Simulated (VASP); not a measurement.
Input of a VASP 6.6.1 run:

INCAR

```
SYSTEM = ZrC
  PREC = Accurate
  ENCUT = 520
  EDIFF = 1E-6
  ISMEAR = 0
  SIGMA = 0.05
  LREAL = .FALSE.
  LASPH = .TRUE.
  NELM = 100
  ALGO = Normal
  ISIF = 2
  LWAVE = .FALSE.
  LCHARG = .TRUE.
  GGA = PE
  LELF = .TRUE.
  LVHAR = .TRUE.
  NBANDS = 24
```

File KPOINTS:

```
regular mesh
0
G
  12 12 6
  0 0 0
```

Contents of POSCAR:

```
ZrC
1.0
    3.9151281445      0.0000000000      0.0000000000
   -1.9575640723      3.3906004322      0.0000000000
    0.0000000000      0.0000000000      4.7431902872
Zr C
2 2
Direct
    0.6666666667      0.3333333333      0.0685706296
    0.3333333333      0.6666666667      0.5685706296
    0.6666666667      0.3333333333      0.5566293704
    0.3333333333      0.6666666667      0.0566293704
```

Potentials or basis: VASP PAW PBE potentials, release 64 (Zr_sv, C).

The run is started by

```bash
$ cat potpaw_PBE.64/Zr_sv/POTCAR potpaw_PBE.64/C/POTCAR > POTCAR
$ mpirun -np 1 vasp_std > vasp.out
```

What does it give for the band gap on the k mesh?

Zero (bands 16 and 17 overlap by 1.08 eV).

Predict the pressure.

-3.1 GPa.

Caveat: the cell stands under tension.
